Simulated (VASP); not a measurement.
Here is a VASP 6.6.1 calculation.

INCAR

```
ALGO = Normal
EDIFF = 1E-6
ENCUT = 520
GGA = PS
ISIF = 2
ISMEAR = 0
LASPH = True
LCHARG = False
LREAL = False
LWAVE = False
NBANDS = 12
NELM = 100
PREC = Accurate
SIGMA = 0.15
```

The input KPOINTS:

```
k-points
0
Gamma
  18 18 18
```

POSCAR

```
P
1.0
    1.7493681869      1.0099981936      3.0456553624
   -1.7493681869      1.0099981936      3.0456553624
    0.0000000000     -2.0199963872      3.0456553624
P
2
Direct
    0.2270802500      0.2270802500      0.2270802500
    0.7729197500      0.7729197500      0.7729197500
```

Potentials or basis: VASP PAW PBE potentials, release 64 (P).

The run is started by

```sh
$ cat potpaw_PBE.64/P/POTCAR > POTCAR
$ mpirun -np 1 vasp_std > vasp.out
```

**Question.** What does it give for the largest force?

**Answer.** 0.398 eV/Å.

**Question.** Predict the band gap on the k mesh.

**Answer.** Zero (band 5 reaches 9.23 eV, above the bottom of band 6 at 8.50 eV).

**Question.** Estimate the pressure.

**Answer.** -2.6 GPa.

Stress tensor (GPa, compression positive):
```
-3.34  0.00  0.00
 0.00 -3.34  0.00
 0.00  0.00 -1.21
```

Caveat: the PAW data sets were made with another functional, which shifts forces and pressure a little.
